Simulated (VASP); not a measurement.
Runs of VASP 6.6.1 on Yb. The structure is that of space group I4/mmm (No. 139), or close to it. The cells are those of the table. 

```csv
cell,further INCAR settings,gap on the mesh (eV),pressure (GPa)
"a = 3.653, b = 3.653, c = 3.362 Å, angles 62.6, 62.6, 54.8°, 1 atom",ALGO = Fast; EDIFF = 1e-07; NBANDS = 18,none,2.7
"a = 3.503, b = 3.503, c = 3.881 Å, angles 56.4, 56.4, 67.3°, 1 atom",ALGO = Fast; EDIFF = 1e-07; NBANDS = 18,none,(a)
"a = 3.708, b = 3.708, c = 3.412 Å, angles 62.6, 62.6, 54.8°, 1 atom",ALGO = Fast; EDIFF = 1e-07; NBANDS = 18,none,(b)
"a = 3.644, b = 3.644, c = 3.501 Å, angles 61.3, 61.3, 57.4°, 1 atom",ALGO = Fast; EDIFF = 1e-06; NBANDS = 18,none,1.9
"a = 3.451, b = 3.451, c = 4.131 Å, angles 53.2, 53.2, 73.5°, 1 atom",ALGO = Fast; EDIFF = 1e-06; NBANDS = 18,none,2.6
"a = 3.470, b = 3.470, c = 3.727 Å, angles 57.5, 57.5, 65.0°, 1 atom",ALGO = Fast; EDIFF = 1e-06; NBANDS = 18,none,2.7
"a = 3.572, b = 3.572, c = 3.836 Å, angles 57.5, 57.5, 65.0°, 1 atom",ALGO = Fast; EDIFF = 1e-06; NBANDS = 18,none,1.7
"a = 3.601, b = 3.601, c = 3.990 Å, angles 56.4, 56.4, 67.3°, 1 atom",ALGO = Fast; EDIFF = 1e-06; NBANDS = 18,none,-0.3
```

Alike in all rows: task single point; level PBE; potentials or basis VASP PAW PBE potentials, release 64 (Yb); no spin polarisation; k mesh 16 × 16 × 16; cutoff (eV) 520; smearing gaussian 0.15 eV.

Problem. Estimate the missing entries.

Solution. (a) 1.1; (b) 1.8.

Caveats: spin-orbit coupling is left out, which moves the levels of the heavy elements.

A k mesh can miss the band edges, and the runs leave out spin-orbit coupling on Yb.

A gap of «none» marks levels without a gap at the run's occupations.
